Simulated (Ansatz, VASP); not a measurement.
## AlN in VASP and in Ansatz

INCAR

```
SYSTEM = AlN
PREC = Accurate
ENCUT = 520
EDIFF = 1E-8
ISMEAR = -1
SIGMA = 0.02
LREAL = .False.
LASPH = .True.
NELM = 100
ALGO = Normal
ISIF = 2
LWAVE = .False.
LCHARG = .False.
GGA = PE
LEFG = .True.
NBANDS = 11
```

Contents of KPOINTS:

```
regular mesh
0
Gamma
  10 10 10
  0 0 0
```

The input POSCAR:

```
AlN
1.0
    0.0000000000      1.9780000000      1.9780000000
    1.9780000000      0.0000000000      1.9780000000
    1.9780000000      1.9780000000      0.0000000000
Al N
1 1
Direct
    0.0202224469      0.0202224469     -0.0202224469
    0.5000000000      0.5000000000      0.5000000000
```

Input for Ansatz:

```yaml
crystal:
  lattice:
    - [0.0, 1.978, 1.978]
    - [1.978, 0.0, 1.978]
    - [1.978, 1.978, 0.0]
  atoms:
    - { symbol: Al, position: [0.0202224469, 0.0202224469, -0.0202224469] }
    - { symbol: "N", position: [0.5, 0.5, 0.5] }
kpoints:
  mp_grid: { grid: [10, 10, 10] }
scf:
  occupations: { method: fermi_dirac, width: 0.02 }
hamiltonian:
  xc: pbe
  pseudopotentials: { kind: paw }
output:
  forces: true
  stress: true
  eigenvalues: true
  efg: { contact_densities: true }
```

Alike in both runs: task electric field gradients; functional PBE; k mesh 10 × 10 × 10; occupations fermi-dirac, width 0.02 eV; no spin polarisation.

|  | VASP | Ansatz |
| --- | --- | --- |
| version | VASP 6.6.1 | Ansatz 0.2.0 |
| potentials or method | VASP PAW PBE potentials, release 64 (Al, N) | PAW with Ansatz's default frozen-core files, scalar-relativistic |
| plane-wave cutoff (eV) | 520 | 420 |
| valence electrons in the cell | 8 | 8 |

```csv
,VASP,Ansatz,Ansatz less VASP
gap on the k mesh at the Fermi level (eV),5.20,5.18,-0.014
pressure (GPa),26.5,26.8,+0.32
"traceless stress, the component that is largest in VASP (GPa)",3.36,3.33,-0.033
rms of the force components (eV/Å),0.486,0.485,-0.0008
size of Vzz on the site where it differs most (V/Å²),2.5,2.2,-0.34
```

Atom by atom the forces differ by 0.001 eV/Å (rms over components).
